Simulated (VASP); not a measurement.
# MoS2: single point with PBE

Crystal: MoS2.

```
Mo S
1.0
     3.17302    0.00000    0.00000
    -1.58651    2.74792    0.00000
     0.00000    0.00000   12.43591
Mo S
2 4
Direct
  0.33333 0.66667 0.25000
  0.66667 0.33333 0.75000
  0.33333 0.66667 0.62490
  0.66667 0.33333 0.12490
  0.33333 0.66667 0.87510
  0.66667 0.33333 0.37510
```

* Program: VASP 6.6.1
* Task: single point
* Functional: PBE
* Potentials or basis: VASP PAW PBE potentials, release 64 (Mo_sv, S)
* Cutoff: 520 eV
* k mesh: 12 × 12 × 2
* Occupations: fermi-dirac, width 0.02 eV
* Spin: no spin polarisation

| Quantity | Value |
| --- | --- |
| Pressure | 2.3 GPa |
| Largest force | 0.098 eV/Å |
| Band gap on the k mesh | 0.95 eV (least direct gap 1.64 eV) |

Forces on the atoms (eV/Å):
```
Mo   0.000  0.000  0.000
Mo   0.000  0.000  0.000
S    0.000  0.000 -0.098
S    0.000  0.000 -0.098
S    0.000  0.000  0.098
S    0.000  0.000  0.098
```

Stress tensor (GPa, compression positive):
```
1.80 0.00 0.00
0.00 1.80 0.00
0.00 0.00 3.15
```

Levels at points of the mesh, in eV from the valence-band top:
```tsv
k point	band 22	band 23	band 24	band 25	band 26	band 27	band 28	band 29	band 30	band 31
(0.00, 0.00, 0.00)	-2.16	-2.16	-1.25	-1.08	0.00	2.11	2.11	2.14	2.14	2.31
(0.50, 0.00, 0.00)	-2.46	-1.73	-1.56	-1.37	-1.26	1.60	1.64	2.02	2.25	2.91
(0.00, 0.00, 0.50)	-2.18	-2.18	-2.18	-0.27	-0.27	2.12	2.12	2.12	2.12	2.39
(0.50, 0.00, 0.50)	-2.58	-1.65	-1.65	-1.31	-1.31	1.62	1.62	2.15	2.15	3.25
```

Wall time 54 s on 1 thread of Intel(R) Xeon(R) 6975P-C (Granite Rapids) (shared host), peak memory 0.27 GiB.

Caveat: this functional lacks dispersion, which binds the layers, so the pressure and a relaxed spacing across them are unreliable. A k mesh can miss the band edges.
